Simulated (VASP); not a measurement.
Wanted: the native input for a VASP 6.6.1 run.

```
Task                   : single point
Functional             : RPBE
Potentials or basis    : VASP PAW PBE potentials, release 64 (Ta_pv)
Cutoff                 : 520 eV
k mesh                 : 10 × 10 × 10
Occupations            : fermi-dirac, width 0.1 eV
Spin                   : no spin polarisation
Dipole correction      : no
Further INCAR settings : ALGO = Normal; EDIFF = 1e-06; NBANDS = 18
```

The structure of Ta lies in POSCAR:

```
Ta
1.0
    0.0000000000      2.9524262383      2.9524262383
    2.9524262383      0.0000000000      2.9524262383
    2.9524262383      2.9524262383      0.0000000000
Ta
2
Direct
    0.1250000000      0.1250000000      0.1250000000
    0.8750000000      0.8750000000      0.8750000000
```

This isn't the form of Ta at room conditions, which is bcc.

These files were run (other wordings do the same):

INCAR

```
SYSTEM = Ta
  PREC = Accurate
  ENCUT = 520
  EDIFF = 1E-6
  ISMEAR = -1
  SIGMA = 0.1
  LREAL = .False.
  LASPH = .True.
  NELM = 80
  ALGO = Normal
  ISIF = 2
  LWAVE = .False.
  LCHARG = .True.
  GGA = RP
  LELF = .True.
  LVHAR = .True.
  NBANDS = 18
```

KPOINTS

```
Automatic mesh
0
Gamma
  10 10 10
  0 0 0
```

Potentials or basis: VASP PAW PBE potentials, release 64 (Ta_pv).

Run with:

```bash
$ cat potpaw_PBE.64/Ta_pv/POTCAR > POTCAR
$ mpirun -np 1 vasp_std > vasp.out
```

It gave:

| Item | Value |
| --- | --- |
| Pressure | 10.5 GPa |
| Band gap on the k mesh | zero (bands 11 and 12 overlap by 0.89 eV) |

Caveat: the cell stands under pressure; the PAW data sets were made with another functional, which shifts forces and pressure a little; spin-orbit coupling is left out, which moves the levels of the heavy elements.

It took 51 s on 1 thread of Intel Xeon 8259CL (shared host), peak memory 0.19 GiB.
